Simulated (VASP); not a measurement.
Wanted: the native input for a VASP 6.6.1 run.

```
Task                   : single point
Functional             : LDA
Potentials or basis    : VASP PAW LDA potentials, release 64 (Ru_pv)
Cutoff                 : 500 eV
k mesh                 : 7 × 7 × 7
Occupations            : fermi-dirac, width 0.1 eV
Spin                   : no spin polarisation
Dipole correction      : no
Further INCAR settings : ALGO = Normal; EDIFF = 1e-06; NBANDS = 21
```

The structure of Ru lies in POSCAR:

```
Ru
1.0
    0.0000000000      2.6786214756      2.6786214756
    2.6786214756      0.0000000000      2.6786214756
    2.6786214756      2.6786214756      0.0000000000
Ru
2
Direct
    1.0000000000      1.0000000000      1.0000000000
    0.2500000000      0.2500000000      0.2500000000
```

This isn't the form of Ru at room conditions, which is hcp.

These files were run (other wordings do the same):

INCAR

```
  PREC = Accurate
  ENCUT = 500
  EDIFF = 1E-6
  ISMEAR = -1
  SIGMA = 0.1
  LREAL = False
  LASPH = True
  NELM = 120
  ALGO = Normal
  ISIF = 2
  LWAVE = False
  LCHARG = False
  GGA = CA
  NBANDS = 21
  GGA_COMPAT = False
```

KPOINTS

```
Automatic mesh
0
Gamma
  7 7 7
```

Potentials or basis: VASP PAW LDA potentials, release 64 (Ru_pv).

Run with:

```sh
$ cat potpaw_LDA.64/Ru_pv/POTCAR > POTCAR
$ mpirun -np 1 vasp_std > vasp.out
```

It gave:

| Property | Result |
| --- | --- |
| Pressure | 0.8 GPa |
| Band gap on the k mesh | zero (bands 14 and 15 overlap by 0.98 eV) |

Wall time 13 s on 1 thread of Intel(R) Xeon(R) 6975P-C (Granite Rapids), with other jobs on the host, peak memory 0.14 GiB.
